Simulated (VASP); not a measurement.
A run of VASP 6.6.1:

Contents of POSCAR:

```
Si5CN8
1.0
    7.4235539307      0.0000000000      0.0290457432
    0.0000000000      2.8508246476      0.0000000000
   -3.6866276823      0.0000000000      6.4101722553
Si C N
5 1 8
Direct
    0.5898088958      0.5000000000      0.8276431059
    0.8223570418      0.0000000000      0.2330424979
    0.7851568776      0.0000000000      0.6037710170
    0.2263451710      0.5000000000      0.4080063357
    0.3965598530      0.0000000000      0.1588515194
    0.1941528665      0.5000000000      0.7746667132
    0.3208686344      0.5000000000      0.6757189526
    0.6597471255      0.0000000000      0.3329497692
    0.7085361500      0.5000000000      0.6782493909
    0.6628042940      0.0000000000      0.9705292156
    0.0551331858      0.0000000000      0.7092953518
    0.9651196060      0.5000000000      0.2973302960
    0.2968936943      0.0000000000      0.3279145769
    0.3165166042      0.5000000000      0.0020312578
```

File INCAR.step1:

```
SYSTEM = Si5CN8
PREC = Accurate ; ENCUT = 660
ISMEAR = 0 ; SIGMA = 0.01
LREAL = .False. ; LASPH = .True.
NELM = 120 ; NBANDS = 45
GGA = PE ; ALGO = Normal
EDIFF = 1E-5 ; LWAVE = .True.
LCHARG = .False. ; GGA_COMPAT = .False.
```

The input INCAR.step2:

```
SYSTEM = Si5CN8
PREC = Accurate ; ENCUT = 660
EDIFF = 1E-6 ; ISMEAR = 0
SIGMA = 0.01 ; LREAL = .False.
LASPH = .True. ; NELM = 120
ALGO = Normal ; ISIF = 2
LWAVE = .False. ; LCHARG = .False.
METAGGA = R2SCAN ; LMIXTAU = .True.
NBANDS = 45 ; ISTART = 1
GGA_COMPAT = .False.
```

File KPOINTS:

```
Automatic mesh
0
Gamma
  4 10 4
  0 0 0
```

Potentials or basis: VASP PAW PBE potentials, release 64 (Si, C, N).

The run is started by

```bash
$ cat potpaw_PBE.64/Si/POTCAR potpaw_PBE.64/C/POTCAR potpaw_PBE.64/N/POTCAR > POTCAR
$ cp INCAR.step1 INCAR
$ mpirun -np 1 vasp_std > vasp.out
$ cp INCAR.step2 INCAR
$ mpirun -np 1 vasp_std > vasp.out
```

Hardware: 1 thread of Oxide Virtual Turin-like Processor, on a shared host.

**Question.** Estimate the wall time of this run.

**Answer.** Run time: 46 min on 1 thread of Oxide Virtual Turin-like Processor (shared host), peak memory 0.56 GiB. Counts: k points 60.
